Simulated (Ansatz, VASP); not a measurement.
**TiC: VASP beside Ansatz**

The input INCAR:

```
PREC = Accurate
ENCUT = 520
EDIFF = 1E-6
ISMEAR = -1
SIGMA = 0.03
LREAL = False
LASPH = True
NELM = 100
ALGO = Normal
ISIF = 2
LWAVE = False
LCHARG = False
GGA = PS
NBANDS = 15
```

File KPOINTS:

```
regular mesh
0
Gamma
  16 16 16
```

File POSCAR:

```
TiC
1.0
    0.0000000000      2.2072800000      2.1640000000
    2.2072800000      0.0000000000      2.1640000000
    2.2072800000      2.2072800000      0.0000000000
Ti C
1 1
Direct
    0.0000000000      0.0000000000      0.0000000000
    0.5000000000      0.5000000000      0.5000000000
```

Input for Ansatz:

```yaml
crystal:
  lattice:
    - [0.0, 2.20728, 2.164]
    - [2.20728, 0.0, 2.164]
    - [2.20728, 2.20728, 0.0]
  atoms:
    - { symbol: Ti, position: [0.0, 0.0, 0.0] }
    - { symbol: C, position: [0.5, 0.5, 0.5] }
kpoints:
  mp_grid: { grid: [16, 16, 16] }
  band_path:
    path:
      - [0.0, 0.0, 0.0]
      - [0.0, 0.5, 0.5]
      - [0.25, 0.75, 0.5]
      - [0.0, 0.5, 0.0]
      - [0.0, 0.0, 0.0]
      - [0.5, 0.5, 0.0]
      - [0.38005, 0.61995, 0.0]
      - [-0.38005, 0.38005, 0.0]
      - [0.0, 0.0, 0.0]
    npoints: 5
scf:
  occupations: { method: fermi_dirac, width: 0.03 }
hamiltonian:
  xc: pbesol
  pseudopotentials: { kind: all_electron, lapw: { basis_error: 0.001 } }
output:
  forces: true
  stress: true
  eigenvalues: true
```

Change from the starting cell: equal xx and yy strain of +2 %.

Alike in both runs: task single point; functional PBEsol; k mesh 16 × 16 × 16; occupations fermi-dirac, width 0.03 eV; no spin polarisation.

|  | VASP | Ansatz |
| --- | --- | --- |
| version | VASP 6.6.1 | Ansatz 0.2.0 |
| potentials or method | VASP PAW PBE potentials, release 64 (Ti_sv, C), cutoff 520 eV | all-electron LAPW, scalar-relativistic |

Ansatz gave:

```
pressure (GPa)                                                : -14.9
traceless stress, the component that is largest in VASP (GPa) : 4.21
```

**Question.** Estimate VASP's values.

**Answer.** Pressure (GPa): -14.6; traceless stress, the component that is largest in VASP (GPa): 4.25.

VASP's potentials were made for PBE, not for PBEsol. Ansatz ran all-electron here, and VASP with PAW potentials.
